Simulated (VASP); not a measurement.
# BaTe (I4/mmm) in VASP: notebook

The runs below take BaTe through single point, with r2SCAN.

All numbers are computed with VASP 6.6.1; they aren't measurements. Logs are shortened: lines on timing, memory, paths and dates and some standing lists are left out, and cuts for length are marked.

## Step 1: The cell of the first run

Symmetry: I4/mmm, No. 139, tetragonal system. Conventional cell: a = 5.145 Å, b = 5.145 Å, c = 7.007 Å, α = 90.00°, β = 90.00°, γ = 90.00°. Within 4.6 Å of Ba (site symmetry 4/mmm) lie 6 Te at 3.50 to 3.64 Å. Te (site symmetry 4/mmm) has 6 Ba at 3.50 to 3.64 Å within 4.6 Å.

## Step 2: Single point, r2SCAN (epitaxial xy strain +3.0%)

Contents of POSCAR:

```
BaTe
1.0
    0.0000000000      3.6383584395      3.5033386480
    3.6383584395      0.0000000000      3.5033386480
    3.6383584395      3.6383584395      0.0000000000
Ba Te
1 1
Direct
    0.0000000000      0.0000000000      0.0000000000
    0.5000000000      0.5000000000      0.5000000000
```

Contents of INCAR.step1:

```
ALGO = Normal
EDIFF = 1E-4
ENCUT = 520
GGA = PE
ISMEAR = 0
LASPH = True
LCHARG = False
LREAL = False
LWAVE = True
NBANDS = 15
NELM = 80
PREC = Accurate
SIGMA = 0.01
```

Contents of INCAR.step2:

```
ALGO = Normal
EDIFF = 1E-6
ENCUT = 520
ISIF = 2
ISMEAR = 0
ISTART = 1
LASPH = True
LCHARG = False
LMIXTAU = True
LREAL = False
LWAVE = False
METAGGA = R2SCAN
NBANDS = 15
NELM = 80
PREC = Accurate
SIGMA = 0.01
```

Contents of KPOINTS:

```
k-points
0
Gamma
  6 6 6
```

Potentials or basis: VASP PAW PBE potentials, release 64 (Ba_sv, Te).

The run is started by

```bash
$ cat potpaw_PBE.64/Ba_sv/POTCAR potpaw_PBE.64/Te/POTCAR > POTCAR
$ cp INCAR.step1 INCAR
$ mpirun -np 1 vasp_std > vasp.out
$ cp INCAR.step2 INCAR
$ mpirun -np 1 vasp_std > vasp.out
```

OUTCAR:

```text
EDIFF = 1E-6
   ENCUT = 520
   ISIF = 2
   ISMEAR = 0
   ISTART = 1
   LASPH = True
   LREAL = False
   METAGGA = R2SCAN
   NELM = 80
   PREC = Accurate

 ion  position               nearest neighbor table
   1  0.000  0.000  0.000-   2 3.50   2 3.50   2 3.64   2 3.64   2 3.64   2 3.64
   2  0.500  0.500  0.500-   1 3.50   1 3.50   1 3.64   1 3.64   1 3.64   1 3.64

  LATTYP: Found a body centered tetragonal cell.
 ALAT       =     5.1454158499
 C/A-ratio  =     1.3617319767

  Lattice vectors:

 A1 = (   0.0000000000,  -3.6383584395,  -3.5033386480)
 A2 = (   0.0000000000,   3.6383584395,  -3.5033386480)
 A3 = (   3.6383584395,   0.0000000000,   3.5033386480)

Analysis of symmetry for initial positions (statically):
=====================================================================
 Subroutine PRICEL returns:
 Original cell was already a primitive cell.

 Routine SETGRP: Setting up the symmetry group for a
 body centered tetragonal supercell.

 Subroutine GETGRP returns: Found 16 space group operations
 (whereof 16 operations were pure point group operations)
 out of a pool of 16 trial point group operations.

The static configuration has the point symmetry D_4h.

Analysis of symmetry for dynamics (positions and initial velocities):
=====================================================================
 Subroutine PRICEL returns:
 Original cell was already a primitive cell.

 Routine SETGRP: Setting up the symmetry group for a
 body centered tetragonal supercell.

 Subroutine GETGRP returns: Found 16 space group operations
 (whereof 16 operations were pure point group operations)
 out of a pool of 16 trial point group operations.

The dynamic configuration has the point symmetry D_4h.

 Subroutine INISYM returns: Found 16 space group operations
 (whereof 16 operations are pure point group operations),
 and found     1 'primitive' translations

----------------------------------------------------------------------------------------

                                     Primitive cell

  volume of cell :      92.7520

  direct lattice vectors                    reciprocal lattice vectors
     0.000000000  3.638358440  3.503338648    -0.137424613  0.137424613  0.142721001
     3.638358440  0.000000000  3.503338648     0.137424613 -0.137424613  0.142721001
     3.638358440  3.638358440  0.000000000     0.137424613  0.137424613 -0.142721001

  length of vectors
     5.050844862  5.050844862  5.145415850     0.241123065  0.241123065  0.241123065

  position of ions in fractional coordinates (direct lattice)
     0.000000000  0.000000000  0.000000000
     0.500000000  0.500000000  0.500000000

  ion indices of the primitive-cell ions
   primitive index   ion index
                 1           1
                 2           2

----------------------------------------------------------------------------------------

 KPOINTS: k-points

Automatic generation of k-mesh.
 Grid dimensions read from file:
 generate k-points for:    6    6    6

 Generating k-lattice:

  Cartesian coordinates                     Fractional coordinates (reciprocal lattice)
    -0.022904102  0.022904102  0.023786834     0.166666667  0.000000000  0.000000000
     0.022904102 -0.022904102  0.023786834     0.000000000  0.166666667  0.000000000
     0.022904102  0.022904102 -0.023786834     0.000000000  0.000000000  0.166666667

  Length of vectors
     0.040187178  0.040187178  0.040187178

  Shift w.r.t. Gamma in fractional coordinates (k-lattice)
     0.000000000  0.000000000  0.000000000

 Subroutine IBZKPT returns following result:
 ===========================================

 Found     30 irreducible k-points:

 Following reciprocal coordinates:
            Coordinates               Weight
  0.000000  0.000000  0.000000      1.000000
  0.166667  0.000000  0.000000      8.000000
  0.333333  0.000000  0.000000      8.000000
  0.500000  0.000000  0.000000      4.000000
  0.166667  0.166667  0.000000      2.000000
  0.333333  0.166667  0.000000      8.000000
[... 16 lines left out ...]
  0.333333  0.000000  0.333333      4.000000
  0.500000  0.000000  0.333333     16.000000
 [... further k-points ...]
   k-points           NKPTS =     30   k-points in BZ     NKDIM =     30   number of bands    NBANDS=     15
   number of dos      NEDOS =    301   number of ions     NIONS =      2
   total plane-waves  NPLWV =  64000
   dimension x,y,z NGX =    40 NGY =   40 NGZ =   40
   dimension x,y,z NGXF=    80 NGYF=   80 NGZF=   80
   ions per type =               1   1
   NGX,Y,Z   is equivalent  to a cutoff of  13.17, 13.17, 12.92 a.u.
   NGXF,Y,Z  is equivalent  to a cutoff of  26.33, 26.33, 25.85 a.u.
 SYSTEM =  unknown system
   PREC   = accura    normal or accurate (medium, high low for compatibility)
   ISTART =      1    job   : 0-new  1-cont  2-samecut
   ICHARG =      0    charge: 1-file 2-atom 10-const
   ISPIN  =      1    spin polarized calculation?
   LNONCOLLINEAR =      F non collinear calculations
   LSORBIT =      F    spin-orbit coupling
   LASPH  =      T    aspherical Exc in radial PAW
   ENCUT  =  520.0 eV  38.22 Ry    6.18 a.u.   9.39  9.39  9.57*2*pi/ulx,y,z
   NELM   =     80;   NELMIN=  2; NELMDL=  0     # of ELM steps
   EDIFF  = 0.1E-05   stopping-criterion for ELM
   LREAL  =      F    real-space projection
   EDIFFG = 0.1E-04   stopping-criterion for IOM
   NSW    =      0    number of steps for IOM
   IBRION =     -1    ionic relax: 0-MD 1-quasi-New 2-CG
   NFREE  =      0    steps in history (QN), initial steepest desc. (CG)
   ISIF   =      2    stress and relaxation
   ISYM   =      2    0-nonsym 1-usesym 2-fastsym
   POTIM  = 0.5000    time-step for ionic-motion
   TEBEG  =    0.0;   TEEND  =   0.0 temperature during run
   PSTRESS=    0.0 pullay stress
   NELECT =      16.0000    total number of electrons
   NUPDOWN=      -1.0000    fix difference up-down
   EMIN   =  10.00;   EMAX   =-10.00  energy-range for DOS
   EFERMI =   0.00;   METHOD = LEGACY
   ISMEAR =     0;   SIGMA  =   0.01  broadening in eV -4-tet -1-fermi 0-gaus
   EFERMI_NEDOS =   21; number of points for ismear=-14 and -15
   IALGO  =     38    algorithm
   IMIX   =      4    mixing-type and parameters
     AMIX     =   0.40;   BMIX     =  1.00
     AMIX_MAG =   1.60;   BMIX_MAG =  1.00
  volume/ion in A,a.u.               =      46.38       312.96
  Fermi-wavevector in a.u.,A,eV,Ry     =   0.911326  1.722157 11.299846  0.830515
  Thomas-Fermi vector in A             =   2.035592
   LORBIT       =      0    0 simple, 1 ext, 2 COOP (PROOUT), +10 PAW based schemes
   METAGGA = R2SCAN    functional components
   LHFCALC =     F    Hartree Fock is set to
   AEXX    =    0.0000 exact exchange contribution
   IVDW    =     0    specifies the selected vdW correction
   LEPSILON=     F    determine dielectric tensor
   LRPA    =     F    only Hartree local field effects (RPA)
 non-spin polarized calculation
 Gauss-broadening in eV      SIGMA  =   0.01
  energy-cutoff  :      520.00
  volume of cell :       92.75
 maximum number of plane-waves:      2541
 NGX is ok and might be reduce to    40
   NGX = 19   NGY = 19   NGZ = 19

 number of electron      16.0000000 magnetization

 Free energy of the ion-electron system (eV)
  ---------------------------------------------------
  ext. energy  EPLUGINS =         0.00000000
  ---------------------------------------------------
  free energy    TOTEN  =       -56.00038404 eV

  energy without entropy =      -56.00038404  energy(sigma->0) =      -56.00038404

 E-fermi :   1.7568     XC(G=0):  -8.3015

 val. band max:        1.6447687823   @ k =   0.0000   0.0000   0.0000
 cond. band min:       3.6110119144   @ k =   0.5000   0.5000   0.0000
 fundamental gap:      1.9662431321
 Fermi energy:         1.7567960849

 k-point     1 :       0.0000    0.0000    0.0000
  band No.  band energies     occupation
      1     -26.4350      2.00000
      2     -11.1472      2.00000
      3     -11.1472      2.00000
      4     -11.1418      2.00000
      5      -8.0575      2.00000
      6       1.5682      2.00000
      7       1.5682      2.00000
      8       1.6448      2.00000
      9       4.7884      0.00000
     10       4.8986      0.00000
     11       4.8986      0.00000
     12       5.1156      0.00000
     13       5.5056      0.00000
     14       5.7284      0.00000
     15       9.0573      0.00000

 k-point     2 :       0.1667    0.0000    0.0000
  band No.  band energies     occupation
      1     -26.4328      2.00000
      2     -11.2277      2.00000
      3     -11.1511      2.00000
      4     -11.1443      2.00000
      5      -7.9088      2.00000
      6       0.8954      2.00000
      7       1.2662      2.00000
      8       1.2942      2.00000
      9       4.9799      0.00000
     10       5.2376      0.00000
     11       5.3497      0.00000
     12       5.7591      0.00000
     13       6.1582      0.00000
     14       6.4698      0.00000
     15       9.8163      0.00000

 k-point     3 :       0.3333    0.0000    0.0000
  band No.  band energies     occupation
      1     -26.4283      2.00000
      2     -11.3767      2.00000
      3     -11.1587      2.00000
      4     -11.1452      2.00000
      5      -7.6180      2.00000
      6      -0.0472      2.00000
      7       0.8044      2.00000
      8       0.8107      2.00000
      9       5.3899      0.00000
     10       6.0997      0.00000
     11       6.1217      0.00000
     12       7.0886      0.00000
     13       7.6349      0.00000
     14       7.9846      0.00000
     15       9.8671      0.00000
[... 343 lines left out ...]
 k-point    23 :       0.3333    0.0000    0.3333
  band No.  band energies     occupation
      1     -26.4265      2.00000
      2     -11.2868      2.00000
      3     -11.1902      2.00000
      4     -11.1839      2.00000
      5      -7.8204      2.00000
      6       0.2070      2.00000
      7       1.2508      2.00000
      8       1.3018      2.00000
      9       3.8618      0.00000
     10       5.9815      0.00000
     11       6.3620      0.00000
     12       7.1043      0.00000
     13       7.1487      0.00000
     14       8.7291      0.00000
     15       9.7246      0.00000

 k-point    24 :       0.5000    0.0000    0.3333
  band No.  band energies     occupation
      1     -26.4242      2.00000
      2     -11.3036      2.00000
      3     -11.2246      2.00000
      4     -11.1881      2.00000
      5      -7.7683      2.00000
      6       0.3375      2.00000
      7       0.8467      2.00000
      8       1.0634      2.00000
      9       4.1770      0.00000
     10       6.7264      0.00000
     11       7.1120      0.00000
     12       7.2559      0.00000
     13       7.3943      0.00000
     14       7.6644      0.00000
     15       9.4487      0.00000

 [... further k-points ...]
[... 5 lines left out ...]
  --------------------------------------------------------------------------------------
  -------------------------------------------------------------------------------------
  Total       -1.0062846     -1.0062846      0.2098019      0.0000000      0.0000000      0.0000000
  in kB      -17.3823433    -17.3823433      3.6240724      0.0000000      0.0000000      0.0000000
  external PRESSURE =     -10.3802047 kB  Pullay stress =       0.0000000 kB

 VOLUME and BASIS-vectors are now :
 -----------------------------------------------------------------------------
  energy-cutoff  :      520.00
  volume of cell :       92.75
      direct lattice vectors                 reciprocal lattice vectors
     0.000000000  3.638358440  3.503338648    -0.137424613  0.137424613  0.142721001
     3.638358440  0.000000000  3.503338648     0.137424613 -0.137424613  0.142721001
     3.638358440  3.638358440  0.000000000     0.137424613  0.137424613 -0.142721001

 POSITION                                       TOTAL-FORCE (eV/Angst)
 -----------------------------------------------------------------------------------
      0.00000      0.00000      0.00000         0.000000     -0.000000      0.000000
      3.63836      3.63836      3.50334        -0.000000      0.000000      0.000000
 -----------------------------------------------------------------------------------
    total drift:                                0.000000     -0.000000     -0.000000

  FREE ENERGIE OF THE ION-ELECTRON SYSTEM (eV)
  ---------------------------------------------------
  free  energy   TOTEN  =       -56.0003840425 eV

  energy  without entropy=      -56.0003840425  energy(sigma->0) =      -56.00038404
```

Wall time 2.1 min (1 thread of AMD EPYC 9R45 (Zen 5), shared host); peak memory 0.24 GiB.

What came out:

| Quantity | Value |
| --- | --- |
| Free energy | -56.0004 eV |
| Pressure | -1.0 GPa |
| Band gap on the k mesh | 1.97 eV (least direct gap 2.36 eV) |

Levels at points of the mesh, in eV from the valence-band top:
```
           k point  band 6  band 7  band 8  band 9  band 10  band 11
(0.00, 0.00, 0.00)   -0.08   -0.08    0.00    3.14     3.25     3.25
(0.50, 0.00, 0.00)   -2.07   -1.04   -1.02    4.46     5.00     5.15
(0.50, 0.50, 0.00)   -1.07   -0.49   -0.49    1.97     4.82     4.94
(0.50, 0.00, 0.50)   -1.21   -0.43   -0.38    1.98     4.65     5.06
```

Caveat: the cell differs from its parent crystal (epitaxial xy strain +3.0%); the PAW data sets were made with another functional, which shifts forces and pressure a little; spin-orbit coupling is left out, which moves the levels of the heavy elements.

## Step 3: Single point, r2SCAN (epitaxial xy strain +5.0%)

Contents of POSCAR:

```
BaTe
1.0
    0.0000000000      3.7090061762      3.4846684716
    3.7090061762      0.0000000000      3.4846684716
    3.7090061762      3.7090061762      0.0000000000
Ba Te
1 1
Direct
    0.0000000000      0.0000000000      0.0000000000
    0.5000000000      0.5000000000      0.5000000000
```

Contents of INCAR.step1:

```
SYSTEM = BaTe
PREC = Accurate ; ENCUT = 520
ISMEAR = 0 ; SIGMA = 0.01
LREAL = .False. ; LASPH = .True.
NELM = 80 ; NBANDS = 15
GGA = PE ; ALGO = Normal
EDIFF = 1E-4 ; LWAVE = .True.
LCHARG = .False.
```

Contents of INCAR.step2:

```
SYSTEM = BaTe
PREC = Accurate ; ENCUT = 520
EDIFF = 1E-6 ; ISMEAR = 0
SIGMA = 0.01 ; LREAL = .False.
LASPH = .True. ; NELM = 80
ALGO = Normal ; ISIF = 2
LWAVE = .False. ; LCHARG = .False.
METAGGA = R2SCAN ; LMIXTAU = .True.
NBANDS = 15 ; ISTART = 1
```

Contents of KPOINTS:

```
Automatic mesh
0
Gamma
  6 6 6
  0 0 0
```

Potentials or basis: VASP PAW PBE potentials, release 64 (Ba_sv, Te).

The run is started by

```bash
$ cat potpaw_PBE.64/Ba_sv/POTCAR potpaw_PBE.64/Te/POTCAR > POTCAR
$ cp INCAR.step1 INCAR
$ mpirun -np 1 vasp_std > vasp.out
$ cp INCAR.step2 INCAR
$ mpirun -np 1 vasp_std > vasp.out
```

Wall time 2.2 min (1 thread of AMD EPYC 9R45 (Zen 5), shared host); peak memory 0.25 GiB.

The run converged. Its results:

| Property | Result |
| --- | --- |
| Free energy | -55.9487 eV |
| Pressure | -1.6 GPa |
| Band gap on the k mesh | 1.99 eV (least direct gap 2.39 eV) |

Stress tensor (GPa, compression positive):
```
-2.67  0.00  0.00
 0.00 -2.67  0.00
 0.00  0.00  0.41
```

Levels at points of the mesh, in eV from the valence-band top:
```tsv
k point	band 5	band 6	band 7	band 8	band 9	band 10	band 11	band 12
(0.00, 0.00, 0.00)	-9.67	-0.11	-0.11	0.00	2.93	3.20	3.20	3.54
(0.50, 0.00, 0.00)	-9.14	-2.02	-1.02	-0.99	4.37	4.87	5.06	5.16
(0.50, 0.50, 0.00)	-9.48	-1.03	-0.55	-0.55	1.99	4.77	4.77	5.73
(0.50, 0.00, 0.50)	-9.49	-1.24	-0.44	-0.37	2.01	4.44	5.02	5.62
```

Caveat: the cell differs from its parent crystal (epitaxial xy strain +5.0%); the PAW data sets were made with another functional, which shifts forces and pressure a little; spin-orbit coupling is left out, which moves the levels of the heavy elements. A k mesh can miss the band edges.
